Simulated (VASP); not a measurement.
## PbF2: single point with r2SCAN+rVV10

Crystal: PbF2.

```
CELL_PARAMETERS angstrom
0.00000 2.94640 2.94640
2.94640 0.00000 2.94640
2.94640 2.94640 0.00000
ATOMIC_POSITIONS crystal
Pb 0.00000 0.00000 0.00000
F 0.75000 0.75000 0.75000
F 0.25000 0.25000 0.25000
```

```json
{
 "Program": "VASP 6.6.1",
 "Task": "single point",
 "Functional": "r2SCAN",
 "Dispersion": "rVV10",
 "Potentials or basis": "VASP PAW PBE potentials, release 64 (Pb_d, F)",
 "Cutoff": "660 eV",
 "k mesh": "8 × 8 × 8",
 "Occupations": "fermi-dirac, width 0.05 eV",
 "Spin": "no spin polarisation"
}
```

| Quantity | Value |
| --- | --- |
| Pressure | 0.0 GPa |
| Band gap on the k mesh | 4.88 eV (least direct gap 5.03 eV) |

Levels at points of the mesh, in eV from the valence-band top:
```csv
k point,band 12,band 13,band 14,band 15,band 16,band 17
"(0.00, 0.00, 0.00)",-2.27,-2.27,-2.27,7.28,7.28,7.28
"(0.50, 0.00, 0.00)",-2.45,-2.45,-0.07,5.28,8.27,8.27
"(0.50, 0.50, 0.00)",-1.84,-1.84,-0.15,4.88,8.48,8.48
```

Run time: 2.6 min on 1 thread of AMD EPYC 9R45 96-Core Processor (Zen 5), on a shared host, peak memory 0.37 GiB.

Caveat: the PAW data sets were made with another functional, which shifts forces and pressure a little; spin-orbit coupling is left out, which moves the levels of the heavy elements. r2SCAN opens gaps a little over a GGA but as a rule still falls short of measured ones.
